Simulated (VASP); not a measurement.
Runs of VASP 6.6.1 on KRu3. The structure is that of space group Fm-3m (No. 225), or close to it. The cells are those of the table. 

```csv
task,cell,k mesh,cutoff (eV),gap on the mesh (eV),pressure (GPa),relaxed volume (Å³/atom)
single point,"a = 4.507 Å, angles 60.0°, 4 atoms",6 × 6 × 6,520,none,0.6,-
relaxation of cell and atoms,"relaxed from a = 4.502 Å, angles 60.0°, 4 atoms",6 × 6 × 6,600,none,0.0,16.24
relaxation of cell and atoms,"relaxed from a = 4.507 Å, angles 60.0°, 4 atoms",12 × 12 × 12,600,none,0.0,(a)
single point,"a = 4.507 Å, angles 60.0°, 4 atoms",12 × 12 × 12,520,none,0.6,-
single point,"a = 5.310 Å, angles 60.0°, 4 atoms",4 × 4 × 4,520,none,-19.6,-
```

Alike in all rows: level PBE; potentials or basis VASP PAW PBE potentials, release 64 (K_sv, Ru_pv); no spin polarisation; smearing gaussian 0.1 eV.

Fill in the values left out.

(a) 16.25.

Caveats: some runs use coarse meshes.

A k mesh can miss the band edges, and the runs leave out spin-orbit coupling on Ru.

A gap of «none» marks levels without a gap at the run's occupations.
